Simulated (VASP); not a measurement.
# Si (a cell with a defect) in VASP: notebook

Runs on Si (a cell with a defect). Level: PBE. Tasks: single point.

Everything below comes from runs of VASP 6.6.1. Logs are shortened: lines on timing, memory, paths and dates and some standing lists are left out, and cuts for length are marked.

### Step 1. The cell of the first run

The cell holds a defect, 15 atoms: a = 7.662 Å, b = 7.662 Å, c = 7.662 Å, α = 60.00°, β = 60.00°, γ = 60.00°.

### Step 2. Single point, PBE

File INCAR:

```
PREC     = Accurate       # precision mode
ENCUT    = 520            # plane-wave cutoff, eV
EDIFF    = 1E-6           # SCF threshold, eV
ISMEAR   = 0              # smearing method
SIGMA    = 0.1            # smearing width, eV
LREAL    = Auto         
LASPH    = True           # aspherical terms in the spheres
NELM     = 100            # most SCF steps
ALGO     = Normal         # electronic algorithm
ISIF     = 2              # what is computed and relaxed
LWAVE    = False          # write WAVECAR
LCHARG   = False          # write CHGCAR
GGA      = PE             # functional
NBANDS   = 43             # bands
```

File KPOINTS:

```
Automatic mesh
0
Gamma
  2 2 2
```

File POSCAR:

```
Si
1.0
    0.0000000000      5.4176120000      5.4176120000
    5.4176120000      0.0000000000      5.4176120000
    5.4176120000      5.4176120000      0.0000000000
Si
15
Direct
   -0.0017860268     -0.0001070582      0.0000260262
    0.1233252769      0.1249728663      0.1251282853
   -0.0035270152     -0.0018663204      0.5004957904
    0.1217948055      0.1235125365      0.6245391881
   -0.0034643492      0.5003330803     -0.0016425133
    0.1218742686      0.6244198551      0.1236401758
    0.0066531158      0.4985600667      0.4986859524
    0.1406915999      0.6233732685      0.6236080583
    0.4986802303     -0.0019135737     -0.0016200865
    0.6227485468      0.1234680520      0.1236295622
    0.4968395670      0.0082564052      0.4986458979
    0.6216954075      0.1422123807      0.6236220866
    0.4969193069      0.4985214888      0.0084230838
    0.6217903755      0.6233563792      0.1425594893
    0.5313160116      0.5327871394      0.5330276513
```

Potentials or basis: VASP PAW PBE potentials, release 64 (Si).

Launch:

```bash
$ cat potpaw_PBE.64/Si/POTCAR > POTCAR
$ mpirun -np 1 vasp_std > vasp.out
```

OUTCAR:

```text
PREC = Accurate
   ENCUT = 520
   EDIFF = 1E-6
   ISMEAR = 0
   LREAL = Auto
   LASPH = True
   NELM = 100
   ISIF = 2
   GGA = PE

 ion  position               nearest neighbor table
   1  0.998  1.000  0.000-   2 2.35  10 2.35   6 2.35   4 2.35
   2  0.123  0.125  0.125-   1 2.35   9 2.35   5 2.35   3 2.35
   3  0.996  0.998  0.500-   4 2.34   2 2.35   8 2.35  12 2.35
   4  0.122  0.124  0.625-   3 2.34  11 2.35   7 2.35   1 2.35
   5  0.997  0.500  0.998-   6 2.34   2 2.35  14 2.35   8 2.35
   6  0.122  0.624  0.124-   5 2.34  13 2.35   7 2.35   1 2.35
   7  0.007  0.499  0.499-   6 2.35   4 2.35   8 2.40
   8  0.141  0.623  0.624-   5 2.35   3 2.35   7 2.40  15 2.50
   9  0.499  0.998  0.998-  10 2.34   2 2.35  14 2.35  12 2.35
  10  0.623  0.123  0.124-   9 2.34  11 2.35  13 2.35   1 2.35
  11  0.497  0.008  0.499-  10 2.35   4 2.35  12 2.40
  12  0.622  0.142  0.624-   9 2.35   3 2.35  11 2.40  15 2.50
  13  0.497  0.499  0.008-   6 2.35  10 2.35  14 2.40
  14  0.622  0.623  0.143-   9 2.35   5 2.35  13 2.40  15 2.50
  15  0.531  0.533  0.533-  14 2.50  12 2.50   8 2.50

  LATTYP: Found a face centered cubic cell.
 ALAT       =    10.8352240000

  Lattice vectors:

 A1 = (   0.0000000000,   5.4176120000,   5.4176120000)
 A2 = (   5.4176120000,   0.0000000000,   5.4176120000)
 A3 = (   5.4176120000,   5.4176120000,   0.0000000000)

Analysis of symmetry for initial positions (statically):
=====================================================================
 Subroutine PRICEL returns:
 Original cell was already a primitive cell.

 Routine SETGRP: Setting up the symmetry group for a
 face centered cubic supercell.

 Subroutine GETGRP returns: Found  1 space group operations
 (whereof  1 operations were pure point group operations)
 out of a pool of 48 trial point group operations.

The static configuration has the point symmetry C_1 .

Analysis of symmetry for dynamics (positions and initial velocities):
=====================================================================
 Subroutine PRICEL returns:
 Original cell was already a primitive cell.

 Routine SETGRP: Setting up the symmetry group for a
 face centered cubic supercell.

 Subroutine GETGRP returns: Found  1 space group operations
 (whereof  1 operations were pure point group operations)
 out of a pool of 48 trial point group operations.

The dynamic configuration has the point symmetry C_1 .

 Subroutine INISYM returns: Found  1 space group operations
 (whereof  1 operations are pure point group operations),
 and found     1 'primitive' translations

----------------------------------------------------------------------------------------

                                     Primitive cell

  volume of cell :     318.0195

  direct lattice vectors                    reciprocal lattice vectors
     0.000000000  5.417612000  5.417612000    -0.092291585  0.092291585  0.092291585
     5.417612000  0.000000000  5.417612000     0.092291585 -0.092291585  0.092291585
     5.417612000  5.417612000  0.000000000     0.092291585  0.092291585 -0.092291585

  length of vectors
     7.661660366  7.661660366  7.661660366     0.159853715  0.159853715  0.159853715

  position of ions in fractional coordinates (direct lattice)
     0.998213973  0.999892942  0.000026026
     0.123325277  0.124972866  0.125128285
     0.996472985  0.998133680  0.500495790
     0.121794806  0.123512537  0.624539188
     0.996535651  0.500333080  0.998357487
     0.121874269  0.624419855  0.123640176
     0.006653116  0.498560067  0.498685952
     0.140691600  0.623373269  0.623608058
     0.498680230  0.998086426  0.998379914
     0.622748547  0.123468052  0.123629562
     0.496839567  0.008256405  0.498645898
     0.621695407  0.142212381  0.623622087
     0.496919307  0.498521489  0.008423084
     0.621790375  0.623356379  0.142559489
     0.531316012  0.532787139  0.533027651

  ion indices of the primitive-cell ions
   primitive index   ion index
                 1           1
                 2           2
                 3           3
                 4           4
                 5           5
                 6           6
                 7           7
                 8           8
                 9           9
                10          10
                11          11
                12          12
                13          13
                14          14
                15          15

----------------------------------------------------------------------------------------

 KPOINTS: Automatic mesh

Automatic generation of k-mesh.
 Grid dimensions read from file:
 generate k-points for:    2    2    2

 Generating k-lattice:

  Cartesian coordinates                     Fractional coordinates (reciprocal lattice)
    -0.046145793  0.046145793  0.046145793     0.500000000  0.000000000  0.000000000
     0.046145793 -0.046145793  0.046145793     0.000000000  0.500000000  0.000000000
     0.046145793  0.046145793 -0.046145793     0.000000000  0.000000000  0.500000000

  Length of vectors
     0.079926857  0.079926857  0.079926857

  Shift w.r.t. Gamma in fractional coordinates (k-lattice)
     0.000000000  0.000000000  0.000000000

 Subroutine IBZKPT returns following result:
 ===========================================

 Found      8 irreducible k-points:

 Following reciprocal coordinates:
            Coordinates               Weight
  0.000000  0.000000  0.000000      1.000000
  0.500000  0.000000  0.000000      1.000000
  0.000000  0.500000  0.000000      1.000000
  0.000000  0.000000  0.500000      1.000000
  0.500000  0.500000  0.500000      1.000000
  0.500000  0.500000  0.000000      1.000000
  0.000000  0.500000  0.500000      1.000000
  0.500000  0.000000  0.500000      1.000000
   k-points           NKPTS =      8   k-points in BZ     NKDIM =      8   number of bands    NBANDS=     43
   number of dos      NEDOS =    301   number of ions     NIONS =     15
   total plane-waves  NPLWV = 216000
   dimension x,y,z NGX =    60 NGY =   60 NGZ =   60
   dimension x,y,z NGXF=   120 NGYF=  120 NGZF=  120
   ions per type =              15
   NGX,Y,Z   is equivalent  to a cutoff of  13.02, 13.02, 13.02 a.u.
   NGXF,Y,Z  is equivalent  to a cutoff of  26.04, 26.04, 26.04 a.u.
 SYSTEM =  unknown system
   PREC   = accura    normal or accurate (medium, high low for compatibility)
   ISTART =      0    job   : 0-new  1-cont  2-samecut
   ICHARG =      2    charge: 1-file 2-atom 10-const
   ISPIN  =      1    spin polarized calculation?
   LNONCOLLINEAR =      F non collinear calculations
   LSORBIT =      F    spin-orbit coupling
   LASPH  =      T    aspherical Exc in radial PAW
   ENCUT  =  520.0 eV  38.22 Ry    6.18 a.u.  14.25 14.25 14.25*2*pi/ulx,y,z
   NELM   =    100;   NELMIN=  2; NELMDL= -5     # of ELM steps
   EDIFF  = 0.1E-05   stopping-criterion for ELM
   LREAL  =      T    real-space projection
   EDIFFG = 0.1E-04   stopping-criterion for IOM
   NSW    =      0    number of steps for IOM
   IBRION =     -1    ionic relax: 0-MD 1-quasi-New 2-CG
   NFREE  =      0    steps in history (QN), initial steepest desc. (CG)
   ISIF   =      2    stress and relaxation
   ISYM   =      2    0-nonsym 1-usesym 2-fastsym
   POTIM  = 0.5000    time-step for ionic-motion
   TEBEG  =    0.0;   TEEND  =   0.0 temperature during run
   PSTRESS=    0.0 pullay stress
   NELECT =      60.0000    total number of electrons
   NUPDOWN=      -1.0000    fix difference up-down
   EMIN   =  10.00;   EMAX   =-10.00  energy-range for DOS
   EFERMI =   0.00;   METHOD = LEGACY
   ISMEAR =     0;   SIGMA  =   0.10  broadening in eV -4-tet -1-fermi 0-gaus
   EFERMI_NEDOS =   21; number of points for ismear=-14 and -15
   IALGO  =     38    algorithm
   IMIX   =      4    mixing-type and parameters
     AMIX     =   0.40;   BMIX     =  1.00
     AMIX_MAG =   1.60;   BMIX_MAG =  1.00
  volume/ion in A,a.u.               =      21.20       143.07
  Fermi-wavevector in a.u.,A,eV,Ry     =   0.938946  1.774351 11.995167  0.881620
  Thomas-Fermi vector in A             =   2.066209
   LORBIT       =      0    0 simple, 1 ext, 2 COOP (PROOUT), +10 PAW based schemes
   GGA     = PE    functional components
   LHFCALC =     F    Hartree Fock is set to
   AEXX    =    0.0000 exact exchange contribution
   IVDW    =     0    specifies the selected vdW correction
   LEPSILON=     F    determine dielectric tensor
   LRPA    =     F    only Hartree local field effects (RPA)
 non-spin polarized calculation
 Gauss-broadening in eV      SIGMA  =   0.10
  energy-cutoff  :      520.00
  volume of cell :      318.02
 maximum number of plane-waves:      8609
 NGX is ok and might be reduce to    60
   NGX = 29   NGY = 29   NGZ = 29

 number of electron      60.0000000 magnetization

 Free energy of the ion-electron system (eV)
  ---------------------------------------------------
  ext. energy  EPLUGINS =         0.00000000
  ---------------------------------------------------
  free energy    TOTEN  =       -77.48797714 eV

  energy without entropy =      -77.46793107  energy(sigma->0) =      -77.47795410

 E-fermi :   5.7562     XC(G=0):  -9.2155

 val. band max:        4.9572352560   @ k =   0.0000   0.0000   0.0000
 cond. band min:       5.7878160659   @ k =   0.0000   0.5000   0.5000
 fundamental gap:      0.8305808099
 Fermi energy:         5.7562185908

 k-point     1 :       0.0000    0.0000    0.0000
  band No.  band energies     occupation
      1      -6.4240      2.00000
      2      -4.2269      2.00000
      3      -4.2263      2.00000
      4      -4.1541      2.00000
      5      -3.6284      2.00000
      6      -2.4387      2.00000
[... 34 lines left out ...]
     41       7.2153      0.00000
     42       8.0991      0.00000

 k-point     2 :       0.5000    0.0000    0.0000
  band No.  band energies     occupation
      1      -5.8063      2.00000
      2      -5.4459      2.00000
      3      -3.9143      2.00000
      4      -3.8965      2.00000
      5      -3.8737      2.00000
      6      -3.7141      2.00000
[... 34 lines left out ...]
     41       8.8588      0.00000
     42       9.0907      0.00000

 k-point     3 :       0.0000    0.5000    0.0000
  band No.  band energies     occupation
      1      -5.8064      2.00000
      2      -5.4458      2.00000
      3      -3.9144      2.00000
      4      -3.8965      2.00000
      5      -3.8736      2.00000
      6      -3.7142      2.00000
[... 176 lines left out ...]
      3      -4.5282      2.00000
      4      -4.4972      2.00000
      5      -4.3737      2.00000
      6      -3.6946      2.00000
[... 34 lines left out ...]
     41       9.6603      0.00000
     42       9.7905      0.00000

 k-point     8 :       0.5000    0.0000    0.5000
  band No.  band energies     occupation
      1      -5.4644      2.00000
      2      -5.3249      2.00000
      3      -4.5280      2.00000
      4      -4.4973      2.00000
      5      -4.3737      2.00000
      6      -3.6945      2.00000
[... 34 lines left out ...]
     41       9.6606      0.00000
     42       9.7917      0.00000
 [bands above 42 left out]

------------------------ aborting loop because EDIFF is reached ----------------------------------------

  FORCE on cell =-STRESS in cart. coord.  units (eV):
  Direction    XX          YY          ZZ          XY          YZ          ZX
  --------------------------------------------------------------------------------------
  -------------------------------------------------------------------------------------
  Total       -1.1463318     -1.1452963     -1.1471692     -1.9759631     -1.9847202     -1.9805854
  in kB       -5.7752029     -5.7699858     -5.7794214     -9.9548729     -9.9989909     -9.9781601
  external PRESSURE =      -5.7748700 kB  Pullay stress =       0.0000000 kB

 VOLUME and BASIS-vectors are now :
 -----------------------------------------------------------------------------
  energy-cutoff  :      520.00
  volume of cell :      318.02
      direct lattice vectors                 reciprocal lattice vectors
     0.000000000  5.417612000  5.417612000    -0.092291585  0.092291585  0.092291585
     5.417612000  0.000000000  5.417612000     0.092291585 -0.092291585  0.092291585
     5.417612000  5.417612000  0.000000000     0.092291585  0.092291585 -0.092291585

 POSITION                                       TOTAL-FORCE (eV/Angst)
 -----------------------------------------------------------------------------------
      5.41717      5.40808     10.82497         0.007024      0.007240      0.009037
      1.35495      1.34603      1.34518         0.018732      0.020578      0.018818
      8.11899      8.11000     10.80601         0.011045      0.010335     -0.034692
      4.05265      4.04335      1.32898         0.006611      0.006743     -0.018284
      8.11932     10.80756      8.10945         0.009436     -0.034875      0.009295
      4.05270      1.33010      4.04313         0.007180     -0.016294      0.007525
      5.40269      2.73773      2.73705         0.004881      0.157640      0.156143
      6.75566      4.14068      4.13941         0.012135      0.058854      0.061071
     10.81608      8.11049      8.10890        -0.034688      0.008391      0.010656
      1.33868      4.04359      4.04271        -0.016233      0.006545      0.008305
      2.74620      5.39315      2.73641         0.158937      0.006490      0.156849
      4.14899      6.74665      4.13856         0.059651      0.013386      0.063138
      2.74643      2.73775      5.39291         0.157600      0.158681      0.004947
      4.14944      4.14095      6.74572         0.056882      0.058060      0.011480
      5.77417      5.76620      5.76490        -0.459194     -0.461774     -0.464287
 -----------------------------------------------------------------------------------
    total drift:                               -0.003999      0.001706      0.001442

  FREE ENERGIE OF THE ION-ELECTRON SYSTEM (eV)
  ---------------------------------------------------
  free  energy   TOTEN  =       -77.4879771370 eV

  energy  without entropy=      -77.4679310670  energy(sigma->0) =      -77.47795410
```

Wall time 7 min (1 thread of Intel Xeon 8259CL, shared host); peak memory 0.46 GiB.

Results:

```yaml
Free_energy: -77.4880 eV
Pressure: -0.6 GPa
Largest_force: 0.800 eV/Å
Band_gap_on_the_k_mesh: zero (bands 30 and 31 overlap by 0.28 eV)
```

Forces in eV/Å, atoms in the order of the input:
```
Si   0.007  0.007  0.009
Si   0.019  0.021  0.019
Si   0.011  0.010 -0.035
Si   0.007  0.007 -0.018
Si   0.009 -0.035  0.009
Si   0.007 -0.016  0.008
Si   0.005  0.158  0.156
Si   0.012  0.059  0.061
Si  -0.035  0.008  0.011
Si  -0.016  0.007  0.008
Si   0.159  0.006  0.157
Si   0.060  0.013  0.063
Si   0.158  0.159  0.005
Si   0.057  0.058  0.011
Si  -0.459 -0.462 -0.464
```

Caveat: the k points lie up to 0.50 Å⁻¹ apart.

### Step 3. Single point, PBE

File INCAR:

```
PREC = Accurate
ENCUT = 520
EDIFF = 1E-6
ISMEAR = 0
SIGMA = 0.1
LREAL = Auto
LASPH = True
NELM = 100
ALGO = Normal
ISIF = 2
LWAVE = False
LCHARG = False
GGA = PE
NBANDS = 43
```

KPOINTS is that of step 2.

File POSCAR:

```
Si
1.0
    0.0000000000      5.4176120000      5.4176120000
    5.4176120000      0.0000000000      5.4176120000
    5.4176120000      5.4176120000      0.0000000000
Si
15
Direct
   -0.0000522370      0.0020612403      0.0021304590
    0.1250545443      0.1271508554      0.1272318874
    0.0014068929      0.0034954515      0.5027307234
    0.1267160697      0.1289065182      0.6267622155
    0.0015030608      0.5026360323      0.0036532701
    0.1268857017      0.6266987189      0.1289268224
   -0.0173385433      0.5036775428      0.5036760661
    0.1167287358      0.6284268789      0.6286291820
    0.5005295691      0.0035080032      0.0036966472
    0.6245978856      0.1289265455      0.1289130709
    0.5014942931     -0.0153345238      0.5036590845
    0.6263712684      0.1184554191      0.6287027384
    0.5016349454      0.5036784657     -0.0152086380
    0.6264426098      0.6284464447      0.1191048750
    0.5921514867      0.5942088507      0.5942145728
```

Potentials or basis: VASP PAW PBE potentials, release 64 (Si).

Launch:

```bash
$ cat potpaw_PBE.64/Si/POTCAR > POTCAR
$ mpirun -np 1 vasp_std > vasp.out
```

Wall time 5.5 min (1 thread of Intel Xeon 8259CL, shared host); peak memory 0.46 GiB.

It converged, with:

- Free energy: -77.4885 eV
- Pressure: -0.6 GPa
- Largest force: 0.799 eV/Å
- Band gap on the k mesh: zero (bands 30 and 31 overlap by 0.28 eV)

Forces on the atoms (eV/Å):
```
Si  -0.019 -0.018 -0.016
Si  -0.007 -0.008 -0.009
Si  -0.007 -0.007  0.019
Si  -0.012 -0.009  0.033
Si  -0.008  0.018 -0.009
Si  -0.009  0.034 -0.010
Si  -0.015 -0.058 -0.060
Si  -0.007 -0.159 -0.157
Si   0.017 -0.008 -0.008
Si   0.035 -0.009 -0.010
Si  -0.057 -0.015 -0.059
Si  -0.158 -0.006 -0.154
Si  -0.057 -0.058 -0.013
Si  -0.159 -0.159 -0.009
Si   0.461  0.461  0.461
```

Stress tensor (GPa, compression positive):
```
-0.58 -1.00 -0.99
-1.00 -0.59 -0.99
-0.99 -0.99 -0.57
```

Levels at points of the mesh, in eV from the Fermi level:
```tsv
k point	band 28	band 29	band 30	band 31	band 32	band 33
(0.00, 0.00, 0.00)	-0.80	-0.80	0.31	0.31	0.35	0.44
(0.50, 0.00, 0.00)	-1.60	-1.15	-1.08	0.39	0.63	1.06
(0.00, 0.50, 0.00)	-1.60	-1.15	-1.08	0.39	0.63	1.06
(0.00, 0.00, 0.50)	-1.60	-1.15	-1.08	0.39	0.63	1.06
(0.50, 0.50, 0.50)	-2.02	-0.90	-0.90	0.35	0.35	1.14
(0.50, 0.50, 0.00)	-1.98	-1.69	-1.45	0.03	0.18	0.93
(0.00, 0.50, 0.50)	-1.98	-1.68	-1.45	0.03	0.18	0.93
(0.50, 0.00, 0.50)	-1.98	-1.68	-1.45	0.03	0.18	0.94
```

Caveat: the k points lie up to 0.50 Å⁻¹ apart.

The gap in the log of VASP goes by the Fermi energy; the results here count the filled bands.